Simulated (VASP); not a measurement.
Crystal: FeCo3.

```xyz
4
Lattice="3.5357 0.0000 0.0000 0.0000 3.5357 0.0000 0.0000 0.0000 3.5357" Properties=species:S:1:pos:R:3 pbc="T T T"
Fe    0.0000    0.0000    0.0000
Co    1.7679    1.7679    0.0000
Co    1.7679    0.0000    1.7679
Co    0.0000    1.7679    1.7679
```

Base run:

```yaml
Program: VASP 6.6.1
Functional: PBEsol
Potentials_or_basis: VASP PAW PBE potentials, release 64 (Fe, Co)
Cutoff: 520 eV
k_mesh: 12 × 12 × 12
Occupations: gaussian, width 0.1 eV
Spin: collinear spin, ferromagnetic start
Starting_moments: "[5.0, 3.96, 3.96, 3.96] μB"
Fixed_moment: 17.5 μB
```

Its results: pressure 113.8 GPa; site moments Fe +4.89; Co +3.81 μB.

Task: After a change of settings the same cell gave: pressure 162.5 GPa; site moments Fe +5.38; Co +4.34 μB. Which change was it?
A. fixed moment from 17.5 μB to none; moments at the start from [5.0, 3.96, 3.96, 3.96] to [5.0, 4.5, 4.5, 4.5]
B. fixed moment from 17.5 μB to 20 μB; moments at the start from [5.0, 3.96, 3.96, 3.96] to [5.42, 4.46, 4.46, 4.46]
C. fixed moment from 17.5 μB to none; moments at the start from [5.0, 3.96, 3.96, 3.96] to [4.0, 3.0, 3.0, 3.0]

Result: B.

Caveats: the cell stands under pressure; the PAW data sets were made with another functional, which shifts forces and pressure a little; the total moment is fixed, so each spin has its own Fermi level and the state may be an excited one; the moment is held away from its start (at least some runs).
